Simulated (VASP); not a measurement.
Input of a VASP 6.6.1 run:

The input POSCAR:

```
ZrTaC2
1.0
    1.6162758800      0.9331573200      5.3064719000
   -1.6162758800      0.9331573200      5.3064719000
    0.0000000000     -1.8663146300      5.3064719000
Zr Ta C
1 1 2
Direct
    0.0000000000      0.0000000000      0.0000000000
    0.4999999991      0.4999999991      0.5000000018
    0.7547232289      0.7547232289      0.7547232329
    0.2452767694      0.2452767694      0.2452767707
```

Contents of INCAR.step1:

```
  ALGO = Normal
  EDIFF = 1E-5
  ENCUT = 660
  GGA = PE
  GGA_COMPAT = False
  ISMEAR = 0
  LASPH = True
  LCHARG = False
  LREAL = False
  LWAVE = True
  NBANDS = 24
  NELM = 120
  PREC = Accurate
  SIGMA = 0.1
```

The input INCAR.step2:

```
  ALGO = Normal
  EDIFF = 1E-6
  ENCUT = 660
  GGA_COMPAT = False
  ISIF = 2
  ISMEAR = 0
  ISTART = 1
  LASPH = True
  LCHARG = True
  LELF = True
  LMIXTAU = True
  LREAL = False
  LVHAR = True
  LWAVE = False
  METAGGA = R2SCAN
  NBANDS = 24
  NELM = 120
  PREC = Accurate
  SIGMA = 0.1
```

The input KPOINTS:

```
k-points
0
Gamma
  9 9 9
```

Potentials or basis: VASP PAW PBE potentials, release 64 (Zr_sv, Ta_pv, C).

The run is started by

```console
$ cat potpaw_PBE.64/Zr_sv/POTCAR potpaw_PBE.64/Ta_pv/POTCAR potpaw_PBE.64/C/POTCAR > POTCAR
$ cp INCAR.step1 INCAR
$ mpirun -np 1 vasp_std > vasp.out
$ cp INCAR.step2 INCAR
$ mpirun -np 1 vasp_std > vasp.out
```

(1) Predict the largest force.

(2) What does it give for the pressure?

Results:

(1) 0.005 eV/Å.

(2) 0.0 GPa.

Caveat: the PAW data sets were made with another functional, which shifts forces and pressure a little.
